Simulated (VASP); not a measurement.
## P: relaxation of cell and atoms with PBE

P:

```
P
1.0
     2.50001    0.00000    0.00000
     0.00000    2.50001    0.00000
     0.00000    0.00000    2.36749
P
1
Direct
  0.00000 0.00000 0.50000
```

```
Program                : VASP 6.6.1
Task                   : relaxation of cell and atoms
Functional             : PBE
Potentials or basis    : VASP PAW PBE potentials, release 64 (P)
Cutoff                 : 600 eV
k mesh                 : 22 × 22 × 24
Occupations            : gaussian, width 0.1 eV
Spin                   : no spin polarisation
Dipole correction      : no
Further INCAR settings : ALGO = Normal; EDIFF = 1e-06; IBRION = 2; EDIFFG = -0.01; NSW = 100; ISIF = 3
```

```json
{"Relaxed volume": "14.58 Å³/atom", "Relaxed cell": "a = 2.445 Å, b = 2.445 Å, c = 2.439 Å, α = 90.00°, β = 90.00°, γ = 90.00°", "Space group after relaxing (to 0.05 Å)": "Pm-3m (No. 221)", "Energy gained by relaxing": "18.8 meV/atom", "Ionic steps": "6", "Pressure after relaxing": "0.0 GPa"}
```

Stress tensor (GPa, compression positive):
```
 0.04  0.00  0.00
 0.00  0.04  0.00
 0.00  0.00 -0.08
```

The path:
```
step  energy change (eV)  largest force (eV/Å)  pressure (GPa)  volume (Å³)
   1              0.0000                0.0000           -0.76        14.80
   2             -0.0184                0.0000           -0.46        14.63
   3             -0.0186                0.0000           -0.54        14.65
   4             -0.0186                0.0000           -0.53        14.65
   5             -0.0187                0.0000            0.24        14.55
   6             -0.0188                0.0000            0.00        14.58
```

Final structure:
```
P
1.0
     2.44462    0.00000    0.00000
     0.00000    2.44462    0.00000
     0.00000    0.00000    2.43934
P
1
Direct
  0.00000 0.00000 0.50000
```

Levels at points of the mesh, in eV from the Fermi level:
| k point | band 1 | band 2 | band 3 | band 4 | band 5 | band 6 |
| --- | --- | --- | --- | --- | --- | --- |
| (0.00, 0.00, 0.00) | -16.47 | 5.00 | 5.00 | 5.09 | 6.81 | 6.83 |
| (0.50, 0.00, 0.00) | -12.17 | -8.64 | 7.80 | 7.89 | 9.37 | 14.35 |
| (0.50, 0.50, 0.00) | -7.51 | -5.26 | -5.26 | 1.02 | 10.48 | 17.11 |
| (0.00, 0.00, 0.50) | -12.13 | -8.64 | 7.83 | 7.83 | 9.39 | 14.34 |
| (0.50, 0.00, 0.50) | -7.46 | -5.27 | -5.23 | 1.02 | 10.43 | 16.86 |
| (0.50, 0.50, 0.50) | -2.20 | -2.15 | -2.15 | -1.66 | 4.69 | 4.69 |

It took 2.5 min on 1 thread of Intel(R) Xeon(R) Platinum 8259CL CPU @ 2.50GHz (Skylake/Cascade Lake) (shared host), peak memory 0.21 GiB.
